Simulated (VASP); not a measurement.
# ErBe (P6mm) in VASP: relaxation of cell and atoms with PBE

Aim: the relaxation of cell and atoms of ErBe with PBE.

All numbers are computed with VASP 6.6.1; they aren't measurements. Logs are shortened: lines on timing, memory, paths and dates and some standing lists are left out, and cuts for length are marked.

### Step 1. The cell of the first run

The structure is hexagonal, space group P6mm (No. 183). The conventional cell has a = 2.515 Å, b = 2.515 Å, c = 6.190 Å, α = 90.00°, β = 90.00°, γ = 120.00°. Within 3.3 Å of Er (site symmetry 6mm) lie 6 Er at 2.51 Å and 1 Be at 2.60 Å. Within 3.3 Å of Be (site symmetry 6mm) lie 6 Be at 2.51 Å and 1 Er at 2.60 Å.

The cell was generated, and may not be a known phase.

### Step 2. Relaxation of cell and atoms, PBE

INCAR reads:

```
ALGO = Normal ; EDIFF = 1E-7
EDIFFG = -0.08 ; ENCUT = 600
GGA = PE ; GGA_COMPAT = False
IBRION = 2 ; ISIF = 3
ISMEAR = 0 ; LASPH = True
LCHARG = False ; LMAXMIX = 6
LREAL = False ; LWAVE = False
NELM = 200 ; NELMIN = 4
NSW = 36 ; PREC = Accurate
SIGMA = 0.2
```

KPOINTS reads:

```
k-points
0
Gamma
  9 9 3
```

POSCAR reads:

```
ErBe
1.0
    2.5146158800      0.0000000000      0.0000000000
   -1.2573079400      2.1777212400      0.0000000000
    0.0000000000      0.0000000000      6.1904996300
Er Be
1 1
Direct
    0.0000000000      0.0000000000      0.3516698700
    0.0000000000      0.0000000000      0.9311886700
```

Potentials or basis: VASP PAW PBE potentials, release 64 (Er_3, Be), 4f in core.

Started as:

```sh
> cat potpaw_PBE.64/Er_3/POTCAR potpaw_PBE.64/Be/POTCAR > POTCAR
> mpirun -np 1 vasp_std > vasp.out
```

OUTCAR:

```text
EDIFF = 1E-7
   EDIFFG = -0.08
   ENCUT = 600
   GGA = PE
   IBRION = 2
   ISIF = 3
   ISMEAR = 0
   LASPH = True
   LREAL = False
   NELM = 200
   NELMIN = 4
   NSW = 36
   PREC = Accurate

 ion  position               nearest neighbor table
   1  0.000  0.000  0.352-   2 2.60
   2  0.000  0.000  0.931-   1 2.60

  LATTYP: Found a hexagonal cell.
 ALAT       =     2.5146158800
 C/A-ratio  =     2.4618072602

  Lattice vectors:

 A1 = (   2.5146158800,   0.0000000000,   0.0000000000)
 A2 = (  -1.2573079400,   2.1777212400,   0.0000000000)
 A3 = (   0.0000000000,   0.0000000000,   6.1904996300)

Analysis of symmetry for initial positions (statically):
=====================================================================
 Subroutine PRICEL returns:
 Original cell was already a primitive cell.

 Routine SETGRP: Setting up the symmetry group for a
 hexagonal supercell.

 Subroutine GETGRP returns: Found 12 space group operations
 (whereof 12 operations were pure point group operations)
 out of a pool of 24 trial point group operations.

The static configuration has the point symmetry C_6v.

Analysis of symmetry for dynamics (positions and initial velocities):
=====================================================================
 Subroutine PRICEL returns:
 Original cell was already a primitive cell.

 Routine SETGRP: Setting up the symmetry group for a
 hexagonal supercell.

 Subroutine GETGRP returns: Found 12 space group operations
 (whereof 12 operations were pure point group operations)
 out of a pool of 24 trial point group operations.

The dynamic configuration has the point symmetry C_6v.

 Subroutine INISYM returns: Found 12 space group operations
 (whereof 12 operations are pure point group operations),
 and found     1 'primitive' translations

----------------------------------------------------------------------------------------

                                     Primitive cell

  volume of cell :      33.9000

  direct lattice vectors                    reciprocal lattice vectors
     2.514615880  0.000000000  0.000000000     0.397675052  0.229597797  0.000000000
    -1.257307940  2.177721240  0.000000000     0.000000000  0.459195595  0.000000000
     0.000000000  0.000000000  6.190499630     0.000000000  0.000000000  0.161537850

  length of vectors
     2.514615880  2.514615886  6.190499630     0.459195596  0.459195595  0.161537850

  position of ions in fractional coordinates (direct lattice)
     0.000000000  0.000000000  0.351669870
     0.000000000  0.000000000  0.931188670

  ion indices of the primitive-cell ions
   primitive index   ion index
                 1           1
                 2           2

----------------------------------------------------------------------------------------

 KPOINTS: k-points

Automatic generation of k-mesh.
 Grid dimensions read from file:
 generate k-points for:    9    9    3

 Generating k-lattice:

  Cartesian coordinates                     Fractional coordinates (reciprocal lattice)
     0.044186117  0.025510866  0.000000000     0.111111111 -0.000000000  0.000000000
     0.000000000  0.051021733  0.000000000     0.000000000  0.111111111  0.000000000
     0.000000000  0.000000000  0.053845950     0.000000000  0.000000000  0.333333333

  Length of vectors
     0.051021733  0.051021733  0.053845950

  Shift w.r.t. Gamma in fractional coordinates (k-lattice)
     0.000000000  0.000000000  0.000000000

 Subroutine IBZKPT returns following result:
 ===========================================

 Found     24 irreducible k-points:

 Following reciprocal coordinates:
            Coordinates               Weight
  0.000000  0.000000  0.000000      1.000000
  0.111111  0.000000  0.000000      6.000000
  0.222222  0.000000  0.000000      6.000000
  0.333333  0.000000  0.000000      6.000000
  0.444444  0.000000  0.000000      6.000000
  0.111111  0.111111  0.000000      6.000000
[... 16 lines left out ...]
  0.333333  0.222222  0.333333     24.000000
  0.333333  0.333333  0.333333      4.000000
   k-points           NKPTS =     24   k-points in BZ     NKDIM =     24   number of bands    NBANDS=      9
   number of dos      NEDOS =    301   number of ions     NIONS =      2
   total plane-waves  NPLWV =  20000
   dimension x,y,z NGX =    20 NGY =   20 NGZ =   50
   dimension x,y,z NGXF=    40 NGYF=   40 NGZF=  100
   ions per type =               1   1
   NGX,Y,Z   is equivalent  to a cutoff of  13.22, 13.22, 13.43 a.u.
   NGXF,Y,Z  is equivalent  to a cutoff of  26.44, 26.44, 26.86 a.u.
 SYSTEM =  unknown system
   PREC   = accura    normal or accurate (medium, high low for compatibility)
   ISTART =      0    job   : 0-new  1-cont  2-samecut
   ICHARG =      2    charge: 1-file 2-atom 10-const
   ISPIN  =      1    spin polarized calculation?
   LNONCOLLINEAR =      F non collinear calculations
   LSORBIT =      F    spin-orbit coupling
   LASPH  =      T    aspherical Exc in radial PAW
   ENCUT  =  600.0 eV  44.10 Ry    6.64 a.u.   5.02  5.02 12.36*2*pi/ulx,y,z
   NELM   =    200;   NELMIN=  4; NELMDL= -5     # of ELM steps
   EDIFF  = 0.1E-06   stopping-criterion for ELM
   LREAL  =      F    real-space projection
   EDIFFG = -.8E-01   stopping-criterion for IOM
   NSW    =     36    number of steps for IOM
   IBRION =      2    ionic relax: 0-MD 1-quasi-New 2-CG
   NFREE  =      1    steps in history (QN), initial steepest desc. (CG)
   ISIF   =      3    stress and relaxation
   ISYM   =      2    0-nonsym 1-usesym 2-fastsym
   POTIM  = 0.5000    time-step for ionic-motion
   TEBEG  =    0.0;   TEEND  =   0.0 temperature during run
   PSTRESS=    0.0 pullay stress
   NELECT =      11.0000    total number of electrons
   NUPDOWN=      -1.0000    fix difference up-down
   EMIN   =  10.00;   EMAX   =-10.00  energy-range for DOS
   EFERMI =   0.00;   METHOD = LEGACY
   ISMEAR =     0;   SIGMA  =   0.20  broadening in eV -4-tet -1-fermi 0-gaus
   EFERMI_NEDOS =   21; number of points for ismear=-14 and -15
   IALGO  =     38    algorithm
   IMIX   =      4    mixing-type and parameters
     AMIX     =   0.40;   BMIX     =  1.00
     AMIX_MAG =   1.60;   BMIX_MAG =  1.00
  volume/ion in A,a.u.               =      16.95       114.38
  Fermi-wavevector in a.u.,A,eV,Ry     =   1.124965  2.125876 17.218815  1.265547
  Thomas-Fermi vector in A             =   2.261640
   LORBIT       =      0    0 simple, 1 ext, 2 COOP (PROOUT), +10 PAW based schemes
   GGA     = PE    functional components
   LHFCALC =     F    Hartree Fock is set to
   AEXX    =    0.0000 exact exchange contribution
   IVDW    =     0    specifies the selected vdW correction
   LEPSILON=     F    determine dielectric tensor
   LRPA    =     F    only Hartree local field effects (RPA)
 conjugate gradient relaxation of ions
 non-spin polarized calculation
 Gauss-broadening in eV      SIGMA  =   0.20
  energy-cutoff  :      600.00
  volume of cell :       33.90
 maximum number of plane-waves:      1149
 NGX is ok and might be reduce to    20
   NGX =  9   NGY =  9   NGZ = 25

--------------------------------------- Ionic step        1  -------------------------------------------

 number of electron      10.9999999 magnetization

 Free energy of the ion-electron system (eV)
  ---------------------------------------------------
  ext. energy  EPLUGINS =         0.00000000
  ---------------------------------------------------
  free energy    TOTEN  =        -3.87899950 eV

  energy without entropy =       -3.86212814  energy(sigma->0) =       -3.87056382

 E-fermi :   3.7681     XC(G=0): -10.3320

 val. band max:        3.6726184251   @ k =   0.2222   0.2222   0.3333
 cond. band min:       3.9809162804   @ k =   0.4444   0.1111   0.3333
 fundamental gap:      0.3082978553
 Fermi energy:         3.7681142196

 k-point     1 :       0.0000    0.0000    0.0000
  band No.  band energies     occupation
      1     -20.8158      2.00000
      2     -17.3048      2.00000
      3     -17.3048      2.00000
      4      -3.2737      2.00000
      5       1.5645      2.00000
      6       2.1274      2.00000
      7       4.8404      0.00000
      8       7.5402      0.00000
      9       7.5402      0.00000

 k-point     2 :       0.1111    0.0000    0.0000
  band No.  band energies     occupation
      1     -20.6688      2.00000
      2     -18.2804      2.00000
      3     -17.5056      2.00000
      4      -2.9342      2.00000
      5       2.3163      2.00000
      6       2.7452      2.00000
      7       5.0973      0.00000
      8       6.6468      0.00000
      9       8.4852      0.00000
[... 356 lines left out ...]
 POSITION                                       TOTAL-FORCE (eV/Angst)
 -----------------------------------------------------------------------------------
     -0.00000     -0.00000      2.20593         0.000000     -0.000000      0.730063
      0.00000     -0.00000      5.59290        -0.000000      0.000000     -0.730063
 -----------------------------------------------------------------------------------
    total drift:                                0.000000      0.000000      0.000056

  FREE ENERGIE OF THE ION-ELECTRON SYSTEM (eV)
  ---------------------------------------------------
  free  energy   TOTEN  =        -5.5140726509 eV

  energy  without entropy=       -5.4677531570  energy(sigma->0) =       -5.49091290

[... ionic steps 4 to 9 ...]

--------------------------------------- Ionic step       10  -------------------------------------------

 number of electron      10.9999997 magnetization

------------------------ aborting loop because EDIFF is reached ----------------------------------------

  FORCE on cell =-STRESS in cart. coord.  units (eV):
  Direction    XX          YY          ZZ          XY          YZ          ZX
  --------------------------------------------------------------------------------------
  -------------------------------------------------------------------------------------
  Total        0.0447068      0.0447068      0.2089338      0.0000000      0.0000000     -0.0000000
  in kB        1.5862357      1.5862357      7.4131481      0.0000000      0.0000000     -0.0000000
  external PRESSURE =       3.5285398 kB  Pullay stress =       0.0000000 kB

 VOLUME and BASIS-vectors are now :
 -----------------------------------------------------------------------------
  energy-cutoff  :      600.00
  volume of cell :       45.16
      direct lattice vectors                 reciprocal lattice vectors
     3.041063394  0.000000000 -0.000000000     0.328832343  0.189851441  0.000000000
    -1.520531697  2.633638165  0.000000000     0.000000000  0.379702881  0.000000000
    -0.000000000 -0.000000000  5.638128757     0.000000000  0.000000000  0.177363810
[... 37 lines left out ...]
 POSITION                                       TOTAL-FORCE (eV/Angst)
 -----------------------------------------------------------------------------------
      3.04797     -0.00000      2.20599         0.000000      0.000000     -0.057826
     -0.00000     -0.00000      5.00148        -0.000000     -0.000000      0.057826
 -----------------------------------------------------------------------------------
    total drift:                               -0.000000     -0.000000     -0.000087

  FREE ENERGIE OF THE ION-ELECTRON SYSTEM (eV)
  ---------------------------------------------------
  free  energy   TOTEN  =        -5.7149122570 eV

  energy  without entropy=       -5.6647187565  energy(sigma->0) =       -5.68981551

--------------------------------------- Ionic step       12  -------------------------------------------

 number of electron      10.9999998 magnetization

 Free energy of the ion-electron system (eV)
  ---------------------------------------------------
  ext. energy  EPLUGINS =         0.00000000
  ---------------------------------------------------
  free energy    TOTEN  =        -5.71659332 eV

  energy without entropy =       -5.66680315  energy(sigma->0) =       -5.69169823

 E-fermi :   2.4184     XC(G=0):  -9.3916

 val. band max:        2.3591041848   @ k =   0.3333   0.3333   0.0000
 cond. band min:       2.4690641688   @ k =   0.3333   0.2222   0.0000
 fundamental gap:      0.1099599840
 Fermi energy:         2.4183553521

 k-point     1 :       0.0000    0.0000    0.0000
  band No.  band energies     occupation
      1     -21.8466      2.00000
      2     -21.1202      2.00000
      3     -21.1202      2.00000
      4      -3.5398      2.00000
      5      -0.2417      2.00000
      6       1.6455      2.00000
      7       5.2513      0.00000
      8       5.2513      0.00000
      9       6.7927      0.00000

 k-point     2 :       0.1111    0.0000    0.0000
  band No.  band energies     occupation
      1     -21.8156      2.00000
      2     -21.3275      2.00000
      3     -21.1645      2.00000
      4      -3.2384      2.00000
      5       0.2383      2.00000
      6       1.7319      2.00000
      7       4.6822      0.00000
      8       5.7190      0.00000
      9       6.8052      0.00000
[... 284 lines left out ...]
 POSITION                                       TOTAL-FORCE (eV/Angst)
 -----------------------------------------------------------------------------------
     -0.00000     -0.00000      2.22030        -0.000000     -0.000000      0.014587
     -0.00000     -0.00000      5.06267         0.000000      0.000000     -0.014587
 -----------------------------------------------------------------------------------
    total drift:                               -0.000000     -0.000000     -0.000051

  FREE ENERGIE OF THE ION-ELECTRON SYSTEM (eV)
  ---------------------------------------------------
  free  energy   TOTEN  =        -5.7165933179 eV

  energy  without entropy=       -5.6668031491  energy(sigma->0) =       -5.69169823

 reached required accuracy - stopping structural energy minimisation
```

Run time: 48 s. Hardware: 1 thread of Intel Xeon Platinum 8559C (Emerald Rapids), shared host; peak memory 0.17 GiB.

Results:

```yaml
Free_energy: -5.7166 eV
Relaxed_volume: 22.85 Å³/atom
Relaxed_cell: a = 3.049 Å, b = 3.049 Å, c = 5.677 Å, α = 90.00°, β = 90.00°, γ = 120.00°
Space_group_after_relaxing_to_0.1_Å: P6/mmm (No. 191)
Energy_gained_by_relaxing: 918.8 meV/atom
Ionic_steps: 12
Pressure_after_relaxing: -0.1 GPa
Largest_force_after_relaxing: 0.015 eV/Å
Band_gap_on_the_k_mesh: zero (an odd number of electrons rules out a gap without spin polarisation)
```

Forces in eV/Å, atoms in the order of the input:
```
Er   0.000  0.000  0.015
Be   0.000  0.000 -0.015
```

Stress tensor (GPa, compression positive):
```
-0.05  0.00  0.00
 0.00 -0.05  0.00
 0.00  0.00 -0.26
```

The path:
```tsv
step	energy change (eV)	largest force (eV/Å)	pressure (GPa)	volume (Å³)
1	0.0000	1.3632	26.65	33.90
2	-1.6280	0.7474	-0.76	48.99
3	-1.6351	0.7301	-1.28	49.86
4	-1.6353	0.6996	-2.22	51.60
5	-1.6373	0.7174	-1.67	50.54
6	-1.7126	0.6906	-1.34	49.02
7	-1.7981	0.2116	1.48	44.53
8	-1.8057	0.4686	0.29	45.83
9	-1.8075	0.3959	0.65	45.38
10	-1.8344	0.1504	0.35	45.16
11	-1.8359	0.0578	0.36	45.20
12	-1.8376	0.0146	-0.12	45.70
```

Final structure:
```cif
data_structure
_symmetry_space_group_name_H-M 'P 1'
_symmetry_Int_Tables_number 1
_cell_length_a 3.0487
_cell_length_b 3.0487
_cell_length_c 5.6771
_cell_angle_alpha 90.000
_cell_angle_beta 90.000
_cell_angle_gamma 120.000
_cell_volume 45.70
loop_
_atom_site_label
_atom_site_type_symbol
_atom_site_fract_x
_atom_site_fract_y
_atom_site_fract_z
_atom_site_occupancy
Er1 Er 0.00000 0.00000 0.39109 1
Be1 Be 0.00000 0.00000 0.89176 1
```

Caveat: the volume moved by over 15 % at a fixed basis, so the end points are rough; spin-orbit coupling is left out, which moves the levels of the heavy elements; the 4f electrons are frozen in the core, so they carry no moment and show no levels. Spin polarisation is off, so any magnetic state and its effect on volume and gap are missing.

The gap in the log of VASP goes by the Fermi energy; the results here count the filled bands.